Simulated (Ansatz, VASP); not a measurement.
# One calculation of MgO, two programs

```
Mg O
1.0
     0.00000    2.10850    2.10850
     2.10850    0.00000    2.10850
     2.10850    2.10850    0.00000
Mg O
1 1
Cartesian
  0.0000 0.0000 0.0000
  2.1085 2.1085 2.1085
```

Alike in both runs: task single point; functional PBE; k mesh 5 × 5 × 5; no spin polarisation.

|  | VASP | Ansatz |
| --- | --- | --- |
| version | VASP 6.6.1 | Ansatz 0.2.0 |
| potentials or method | VASP PAW PBE potentials, release 64 (Mg, O), cutoff 600 eV | plane waves, PAW |
| occupations | gaussian, width 0.01 eV | fixed |
| valence electrons in the cell | 8 | 16 |

Ansatz gave:

```
gap on the k mesh at the Fermi level (eV) : 4.71
```

Q: Which values does VASP return?

A: gap on the k mesh at the Fermi level (eV): 4.69.

VASP's potentials hold 8 valence electrons a cell and Ansatz's 16, so a difference there can come from the potentials and not from the codes.

The k mesh is coarse, so the values compare programs but aren't converged.
